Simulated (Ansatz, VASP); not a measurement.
## HfBiH2 in VASP and in Ansatz

```
Hf Bi H
1.0
     3.28157    0.00000    0.00000
    -1.64079    2.84193    0.00000
     0.00000    0.00000   11.49222
Hf Bi H
2 2 4
Direct
  0.00000 0.00000 0.50000
  0.00000 0.00000 0.00000
  0.66667 0.33333 0.25000
  0.33333 0.66667 0.75000
  0.33333 0.66667 0.40084
  0.66667 0.33333 0.90084
  0.66667 0.33333 0.59916
  0.33333 0.66667 0.09916
```

Change from the starting cell: species swapped into the Ti2CS type (P6_3/mmc, No. 194).

Alike in both runs: task relaxation of cell and atoms; functional PBE; k mesh 6 × 6 × 2; occupations gaussian, width 0.1 eV; no spin polarisation.

|  | VASP | Ansatz |
| --- | --- | --- |
| version | VASP 6.6.1 | Ansatz 0.2.0 |
| potentials or method | VASP PAW PBE potentials, release 64 (Hf_pv, Bi_d, H), cutoff 600 eV | scalar-relativistic, plane waves, PAW |
| valence electrons in the cell | 54 | 86 |

VASP gave:

```
gap on the k mesh at the Fermi level, each at its own relaxed structure (eV) : none
relaxed volume (Å³/atom)                                                     : 14.08
relaxed cell length with the largest relative difference (Å)                 : 10.985
```

Task: What did Ansatz give for the same quantities?

Result: gap on the k mesh at the Fermi level, each at its own relaxed structure (eV): none; relaxed volume (Å³/atom): 14.10; relaxed cell length with the largest relative difference (Å): 10.990.

A gap of «none» marks a metal or a gap that the smearing closes. VASP's potentials hold 54 valence electrons a cell and Ansatz's 86, so a difference there can come from the potentials and not from the codes.

The k mesh is coarse, so the values compare programs but aren't converged. Spin-orbit coupling is off throughout.
